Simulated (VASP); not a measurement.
# Ag3Cl (Pm-3m) in VASP: notebook, part 2 of 2

VASP 6.6.1. Earlier steps stand in the parts before.

### Step 3. Relaxation of cell and atoms, PBE

This run uses another cell than the first one, of 20.66 Å³/atom.

The input, INCAR:

```
SYSTEM = Ag3Cl
ALGO     = Normal         ! electronic algorithm
EDIFF    = 1E-6           ! SCF threshold, eV
EDIFFG   = -0.01          ! ionic threshold
ENCUT    = 600            ! plane-wave cutoff, eV
GGA      = PE             ! functional
IBRION   = 2              ! ionic algorithm
ISIF     = 3              ! what is computed and relaxed
ISMEAR   = 0              ! smearing method
LASPH    = .TRUE.         ! aspherical terms in the spheres
LCHARG   = .FALSE.        ! write CHGCAR
LREAL    = .FALSE.        ! projectors in reciprocal space
LWAVE    = .FALSE.        ! write WAVECAR
NELM     = 100            ! most SCF steps
NSW      = 100            ! ionic steps
PREC     = Accurate       ! precision mode
SIGMA    = 0.1            ! smearing width, eV
```

The input, KPOINTS:

```
k-points
0
G
  10 10 10
  0 0 0
```

The input, POSCAR:

```
Ag3Cl
1.0
    4.3555592987      0.0000000000      0.0000000000
    0.0000000000      4.3555592987      0.0000000000
    0.0000000000      0.0000000000      4.3555592987
Ag Cl
3 1
Direct
    0.0000000000      0.5000000000      0.5000000000
    0.5000000000      0.0000000000      0.5000000000
    0.5000000000      0.5000000000      0.0000000000
    0.0000000000      0.0000000000      0.0000000000
```

Potentials or basis: VASP PAW PBE potentials, release 64 (Ag, Cl).

Launch:

```sh
cat potpaw_PBE.64/Ag/POTCAR potpaw_PBE.64/Cl/POTCAR > POTCAR
mpirun -np 1 vasp_std > vasp.out
```

OUTCAR:

```text
SYSTEM = Ag3Cl
   EDIFF = 1E-6
   EDIFFG = -0.01
   ENCUT = 600
   GGA = PE
   IBRION = 2
   ISIF = 3
   ISMEAR = 0
   LASPH = .TRUE.
   LREAL = .FALSE.
   NELM = 100
   NSW = 100
   PREC = Accurate

 ion  position               nearest neighbor table
   1  0.000  0.500  0.500-   2 3.08   3 3.08   4 3.08   3 3.08   4 3.08   2 3.08   4 3.08   4 3.08
                             2 3.08   3 3.08   3 3.08   2 3.08
   2  0.500  0.000  0.500-   1 3.08   3 3.08   4 3.08   3 3.08   4 3.08   1 3.08   3 3.08   3 3.08
                             1 3.08   4 3.08   4 3.08   1 3.08
   3  0.500  0.500  0.000-   1 3.08   2 3.08   4 3.08   1 3.08   2 3.08   2 3.08   4 3.08   2 3.08
                             1 3.08   4 3.08   1 3.08   4 3.08
   4  0.000  0.000  0.000-   1 3.08   2 3.08   3 3.08   1 3.08   2 3.08   1 3.08   3 3.08   1 3.08
                             2 3.08   3 3.08   2 3.08   3 3.08

  LATTYP: Found a simple cubic cell.
 ALAT       =     4.3555592987

  Lattice vectors:

 A1 = (   4.3555592987,   0.0000000000,   0.0000000000)
 A2 = (   0.0000000000,   4.3555592987,   0.0000000000)
 A3 = (   0.0000000000,   0.0000000000,   4.3555592987)

Analysis of symmetry for initial positions (statically):
=====================================================================
 Subroutine PRICEL returns:
[... 180 lines left out ...]

  FORCE on cell =-STRESS in cart. coord.  units (eV):
  Direction    XX          YY          ZZ          XY          YZ          ZX
  --------------------------------------------------------------------------------------
  -------------------------------------------------------------------------------------
  Total       -1.8273301     -1.8273301     -1.8273301     -0.0000000      0.0000000     -0.0000000
  in kB      -35.4320101    -35.4320101    -35.4320101     -0.0000000      0.0000000     -0.0000000
  external PRESSURE =     -35.4320101 kB  Pullay stress =       0.0000000 kB
[... 63 lines left out ...]
--------------------------------------- Ionic step        3  -------------------------------------------

 number of electron      40.0000004 magnetization

 Free energy of the ion-electron system (eV)
  ---------------------------------------------------
  ext. energy  EPLUGINS =         0.00000000
  ---------------------------------------------------
  free energy    TOTEN  =        -9.80008551 eV

  energy without entropy =       -9.79813181  energy(sigma->0) =       -9.79910866

 E-fermi :   6.2254     XC(G=0): -11.0932

 val. band max:        6.1987937921   @ k =   0.5000   0.2000   0.0000
 cond. band min:       6.4156646813   @ k =   0.5000   0.5000   0.5000
 fundamental gap:      0.2168708892
 Fermi energy:         6.2253964827

 k-point     1 :       0.0000    0.0000    0.0000
  band No.  band energies     occupation
      1      -9.6092      2.00000
      2       0.5724      2.00000
      3       1.3598      2.00000
      4       1.3598      2.00000
      5       1.3598      2.00000
      6       1.5981      2.00000
[... 637 lines left out ...]
     23      10.6706      0.00000
     24      12.2094      0.00000

 [... further k-points ...]
[... 5 lines left out ...]
  --------------------------------------------------------------------------------------
  -------------------------------------------------------------------------------------
  Total        0.0009623      0.0009623      0.0009623     -0.0000000     -0.0000000      0.0000000
  in kB        0.0200331      0.0200331      0.0200331     -0.0000000     -0.0000000      0.0000000
  external PRESSURE =       0.0200331 kB  Pullay stress =       0.0000000 kB
[... 19 lines left out ...]
  FREE ENERGIE OF THE ION-ELECTRON SYSTEM (eV)
  ---------------------------------------------------
  free  energy   TOTEN  =        -9.8000855067 eV

  energy  without entropy=       -9.7981318114  energy(sigma->0) =       -9.79910866

 reached required accuracy - stopping structural energy minimisation
```

It took 4.4 min on 1 thread of Intel Xeon Platinum 8259CL at 2.50GHz (Skylake/Cascade Lake), shared host; peak memory 0.29 GiB.

What came out:

- Free energy: -9.8001 eV
- Relaxed volume: 19.24 Å³/atom
- Relaxed cell: a = 4.254 Å, b = 4.254 Å, c = 4.254 Å, α = 90.00°, β = 90.00°, γ = 90.00°
- Space group after relaxing (to 0.1 Å): Pm-3m (No. 221)
- Energy gained by relaxing: 17.0 meV/atom
- Ionic steps: 3
- Pressure after relaxing: 0.0 GPa
- Band gap on the k mesh: zero (bands 20 and 21 overlap by 0.22 eV)

The path:
| step | energy change (eV) | largest force (eV/Å) | pressure (GPa) | volume (Å³) |
| --- | --- | --- | --- | --- |
| 1 | 0.0000 | 0.0000 | -3.54 | 82.63 |
| 2 | -0.0676 | 0.0000 | -0.26 | 77.29 |
| 3 | -0.0678 | 0.0000 | 0.00 | 76.96 |

Final structure:
```xyz
4
Lattice="4.2536 0.0000 0.0000 0.0000 4.2536 0.0000 0.0000 0.0000 4.2536" Properties=species:S:1:pos:R:3 pbc="T T T"
Ag    0.0000    2.1268    2.1268
Ag    2.1268    0.0000    2.1268
Ag    2.1268    2.1268    0.0000
Cl    0.0000    0.0000    0.0000
```

### Step 4. Relaxation of cell and atoms, PBE

The input, INCAR:

```
  ALGO = Normal
  EDIFF = 1E-6
  EDIFFG = -0.01
  ENCUT = 600
  GGA = PE
  IBRION = 2
  ISIF = 3
  ISMEAR = 0
  LASPH = T
  LCHARG = F
  LREAL = F
  LWAVE = F
  NELM = 100
  NSW = 100
  PREC = Accurate
  SIGMA = 0.1
```

The input, KPOINTS:

```
k-points
0
Gamma
  12 12 12
```

The input, POSCAR:

```
Ag3Cl
1.0
    4.2550792419      0.0000000000      0.0000000000
    0.0000000000      4.2550792419      0.0000000000
    0.0000000000      0.0000000000      4.2550792419
Ag Cl
3 1
Direct
    0.0000000000      0.5000000000      0.5000000000
    0.5000000000      0.0000000000      0.5000000000
    0.5000000000      0.5000000000      0.0000000000
    0.0000000000      0.0000000000      0.0000000000
```

Launch:

```sh
cat potpaw_PBE.64/Ag/POTCAR potpaw_PBE.64/Cl/POTCAR > POTCAR
mpirun -np 1 vasp_std > vasp.out
```

Wall time 3.5 min (1 thread of Intel Xeon Platinum 8259CL at 2.50GHz (Skylake/Cascade Lake), shared host); peak memory 0.32 GiB.

The run converged. Its results:

```
Free energy                           : -9.8001 eV
Relaxed volume                        : 19.22 Å³/atom
Relaxed cell                          : a = 4.252 Å, b = 4.252 Å, c = 4.252 Å, α = 90.00°, β = 90.00°, γ = 90.00°
Space group after relaxing (to 0.1 Å) : Pm-3m (No. 221)
Energy gained by relaxing             : 0.0 meV/atom
Ionic steps                           : 2
Pressure after relaxing               : 0.0 GPa
Band gap on the k mesh                : zero (bands 20 and 21 overlap by 0.11 eV)
```

Final structure:
```
Ag Cl
1.0
     4.25244    0.00000    0.00000
     0.00000    4.25244    0.00000
     0.00000    0.00000    4.25244
Ag Cl
3 1
Direct
  0.00000 0.50000 0.50000
  0.50000 0.00000 0.50000
  0.50000 0.50000 0.00000
  0.00000 0.00000 0.00000
```

Levels at points of the mesh, in eV from the Fermi level:
| k point | band 18 | band 19 | band 20 | band 21 | band 22 | band 23 |
| --- | --- | --- | --- | --- | --- | --- |
| (0.00, 0.00, 0.00) | -2.42 | -2.42 | -2.42 | 4.74 | 4.74 | 4.74 |
| (0.50, 0.00, 0.00) | -2.12 | -2.12 | -1.13 | 0.50 | 4.65 | 4.65 |
| (0.50, 0.50, 0.00) | -2.35 | -1.71 | -1.63 | 2.39 | 2.78 | 2.78 |
| (0.50, 0.50, 0.50) | -2.58 | -2.58 | 0.17 | 2.36 | 2.36 | 2.36 |

### Step 5. Overview

```tsv
task	cell	k mesh	cutoff (eV)	gap on the mesh (eV)	pressure (GPa)	relaxed volume (Å³/atom)
single point	a = 4.255 Å, 4 atoms	12 × 12 × 12	520	none	-0.1	-
relaxation of cell and atoms	relaxed from a = 4.356 Å, 4 atoms	10 × 10 × 10	600	none	0.0	19.24
relaxation of cell and atoms	relaxed from a = 4.255 Å, 4 atoms	12 × 12 × 12	600	none	0.0	19.22
```

Alike in all rows: level PBE; potentials or basis VASP PAW PBE potentials, release 64 (Ag, Cl); no spin polarisation; smearing gaussian 0.1 eV.

Absolute energies hang on the potentials; compare differences alone.

The gap in the log of VASP goes by the Fermi energy; the results here count the filled bands.